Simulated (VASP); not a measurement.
A run of VASP 6.6.1 is set up as follows.

The input INCAR:

```
PREC = Accurate ; ENCUT = 600
EDIFF = 1E-6 ; ISMEAR = 1
SIGMA = 0.1 ; LREAL = F
LASPH = T ; NELM = 120
ALGO = Normal ; ISIF = 2
LWAVE = F ; LCHARG = T
GGA = PS ; IVDW = 12
LELF = T ; LVHAR = T
NBANDS = 7 ; GGA_COMPAT = F
```

File KPOINTS:

```
regular mesh
0
Gamma
  13 13 13
```

Contents of POSCAR:

```
Mg
1.0
   -1.9105042022      1.9105042022      1.5509605730
    1.9105042022     -1.9105042022      1.5509605730
    1.9105042022      1.9105042022     -1.5509605730
Mg
1
Direct
    0.0000000000      0.0000000000      0.0000000000
```

Potentials or basis: VASP PAW PBE potentials, release 64 (Mg).

Launch:

```bash
$ cat potpaw_PBE.64/Mg/POTCAR > POTCAR
$ mpirun -np 1 vasp_std > vasp.out
```

(1) Predict the dispersion energy per atom.

(2) Estimate the pressure.

(3) Predict the band gap on the k mesh.

Answers

(1) -0.265 eV.

(2) -1.5 GPa.

(3) zero (bands 1 and 2 overlap by 4.22 eV).

Caveat: the PAW data sets were made with another functional, which shifts forces and pressure a little.
